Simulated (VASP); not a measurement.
# TiAl (Pm-3m) in VASP: further runs, part 2 of 2

VASP 6.6.1. The steps go on from the part before.

### Step 4. Single point, PBE

Contents of INCAR:

```
SYSTEM = TiAl
ALGO = Normal
EDIFF = 1E-7
ENCUT = 520
GGA = PE
ISIF = 2
ISMEAR = 0
LASPH = .TRUE.
LCHARG = .FALSE.
LREAL = .FALSE.
LWAVE = .FALSE.
NBANDS = 14
NELM = 80
PREC = Accurate
SIGMA = 0.1
```

Contents of KPOINTS:

```
k-points
0
G
  8 8 8
  0 0 0
```

Contents of POSCAR:

```
TiAl
1.0
    3.1790640000      0.0000000000      0.0000000000
    0.0000000000      3.1790640000      0.0000000000
    0.0000000000      0.0000000000      3.1790640000
Ti Al
1 1
Direct
    0.0000000000      0.0000000000      0.0000000000
    0.5000000000      0.5000000000      0.5000000000
```

Potentials or basis: VASP PAW PBE potentials, release 64 (Ti_sv, Al).

Launch:

```
$ cat potpaw_PBE.64/Ti_sv/POTCAR potpaw_PBE.64/Al/POTCAR > POTCAR
$ mpirun -np 1 vasp_std > vasp.out
```

OUTCAR:

```text
SYSTEM = TiAl
   EDIFF = 1E-7
   ENCUT = 520
   GGA = PE
   ISIF = 2
   ISMEAR = 0
   LASPH = .TRUE.
   LREAL = .FALSE.
   NELM = 80
   PREC = Accurate

 ion  position               nearest neighbor table
   1  0.000  0.000  0.000-   2 2.75   2 2.75   2 2.75   2 2.75   2 2.75   2 2.75   2 2.75   2 2.75

   2  0.500  0.500  0.500-   1 2.75   1 2.75   1 2.75   1 2.75   1 2.75   1 2.75   1 2.75   1 2.75

  LATTYP: Found a simple cubic cell.
 ALAT       =     3.1790640000

  Lattice vectors:

 A1 = (   3.1790640000,   0.0000000000,   0.0000000000)
 A2 = (   0.0000000000,   3.1790640000,   0.0000000000)
 A3 = (   0.0000000000,   0.0000000000,   3.1790640000)

Analysis of symmetry for initial positions (statically):
=====================================================================
 Subroutine PRICEL returns:
 Original cell was already a primitive cell.

 Routine SETGRP: Setting up the symmetry group for a
 simple cubic supercell.

 Subroutine GETGRP returns: Found 48 space group operations
 (whereof 48 operations were pure point group operations)
 out of a pool of 48 trial point group operations.

[... 177 lines left out ...]
      6       7.3354      2.00000
      7       7.3354      2.00000
      8      10.5795      0.00000
      9      10.5795      0.00000
     10      10.5795      0.00000
     11      13.1884      0.00000
     12      13.1884      0.00000
     13      13.1884      0.00000
     14      17.5702      0.00000
[... 377 lines left out ...]
      1     -48.0948      2.00000
      2     -24.4716      2.00000
      3     -24.4449      2.00000
      4     -24.3202      2.00000
      5       3.7194      2.00000
      6       5.7605      2.00000
      7       6.8129      2.00000
      8       8.1942      2.00000
      9       9.6721      0.00000
     10       9.6944      0.00000
     11      11.6128      0.00000
     12      13.4409      0.00000
     13      13.8716      0.00000
     14      16.1836      0.00000

 [... further k-points ...]

------------------------ aborting loop because EDIFF is reached ----------------------------------------

  FORCE on cell =-STRESS in cart. coord.  units (eV):
  Direction    XX          YY          ZZ          XY          YZ          ZX
  --------------------------------------------------------------------------------------
  -------------------------------------------------------------------------------------
  Total        0.1616177      0.1616177      0.1616177      0.0000000     -0.0000000     -0.0000000
  in kB        8.0593814      8.0593814      8.0593814      0.0000000     -0.0000000     -0.0000000
  external PRESSURE =       8.0593814 kB  Pullay stress =       0.0000000 kB

 VOLUME and BASIS-vectors are now :
 -----------------------------------------------------------------------------
  energy-cutoff  :      520.00
  volume of cell :       32.13
      direct lattice vectors                 reciprocal lattice vectors
     3.179064000  0.000000000  0.000000000     0.314557996  0.000000000  0.000000000
     0.000000000  3.179064000  0.000000000     0.000000000  0.314557996  0.000000000
     0.000000000  0.000000000  3.179064000     0.000000000  0.000000000  0.314557996

 POSITION                                       TOTAL-FORCE (eV/Angst)
 -----------------------------------------------------------------------------------
      0.00000      0.00000      0.00000         0.000000      0.000000      0.000000
      1.58953      1.58953      1.58953         0.000000      0.000000      0.000000
 -----------------------------------------------------------------------------------
    total drift:                                0.000000      0.000000      0.000000

  FREE ENERGIE OF THE ION-ELECTRON SYSTEM (eV)
  ---------------------------------------------------
  free  energy   TOTEN  =       -12.1102944003 eV

  energy  without entropy=      -12.0948931605  energy(sigma->0) =      -12.10259378
```

OSZICAR:

```text
N       E                     dE             d eps       ncg     rms          rms(c)
DAV:   1     0.101150206466E+03    0.10115E+03   -0.71938E+03   986   0.108E+03
DAV:   2    -0.802943716293E+01   -0.10918E+03   -0.10521E+03  1034   0.304E+02
DAV:   3    -0.135775809566E+02   -0.55481E+01   -0.53793E+01  1418   0.659E+01
DAV:   4    -0.137623984530E+02   -0.18482E+00   -0.18425E+00  1148   0.106E+01
DAV:   5    -0.137689978079E+02   -0.65994E-02   -0.65990E-02  1394   0.191E+00    0.981E+00
DAV:   6    -0.121944987029E+02    0.15745E+01   -0.51946E+00  1102   0.310E+01    0.289E+00
DAV:   7    -0.121189721638E+02    0.75527E-01   -0.45594E-01  1096   0.900E+00    0.175E+00
DAV:   8    -0.121133882123E+02    0.55840E-02   -0.57538E-02  1296   0.250E+00    0.604E-01
DAV:   9    -0.121101359362E+02    0.32523E-02   -0.98278E-03  1152   0.134E+00    0.169E-01
DAV:  10    -0.121102820202E+02   -0.14608E-03   -0.28642E-04  1136   0.163E-01    0.796E-02
DAV:  11    -0.121102932327E+02   -0.11212E-04   -0.12611E-04  1200   0.123E-01    0.121E-02
DAV:  12    -0.121102944343E+02   -0.12016E-05   -0.94065E-06  1126   0.240E-02    0.590E-03
DAV:  13    -0.121102943294E+02    0.10490E-06   -0.64582E-07  1124   0.850E-03    0.399E-03
DAV:  14    -0.121102944003E+02   -0.70909E-07   -0.15306E-07  1064   0.286E-03
   1 F= -.12110294E+02 E0= -.12102594E+02  d E =-.154012E-01
```

stdout:

```text
POSCAR found type information on POSCAR TiAl
 POSCAR found :  2 types and       2 ions
 scaLAPACK will be used
 LDA part: xc-table for (Slater+PW92), standard interpolation
 POSCAR, INCAR and KPOINTS ok, starting setup
 FFT: planning ... GRIDC
 FFT: planning ... GRID_SOFT
 FFT: planning ... GRID
 WAVECAR not read
 entering main loop
```

Run time: 23 s. Hardware: 1 thread of Intel Xeon 8259CL, shared host; peak memory 0.15 GiB.

Results:

- Free energy: -12.1103 eV
- Pressure: 0.8 GPa
- Band gap on the k mesh: zero (an odd number of electrons rules out a gap without spin polarisation)

### Step 5. Summary

```tsv
level	k mesh	smearing	gap on the mesh (eV)	pressure (GPa)
PBE	5 × 5 × 5	fermi-dirac 0.06 eV	none	0.9
RPBE	8 × 8 × 8	gaussian 0.02 eV	none	3.3
PBE	8 × 8 × 8	gaussian 0.1 eV	none	0.8
```

Alike in all rows: task single point; potentials or basis VASP PAW PBE potentials, release 64 (Ti_sv, Al); no spin polarisation; cell as given; cutoff (eV) 520.

Caveats: some runs use coarse meshes; the cell stands under pressure (at least some runs); the PAW data sets were made with another functional, which shifts forces and pressure a little (at least some runs).

Total energies depend on the potentials used, so only differences within one code and one set of settings carry meaning.
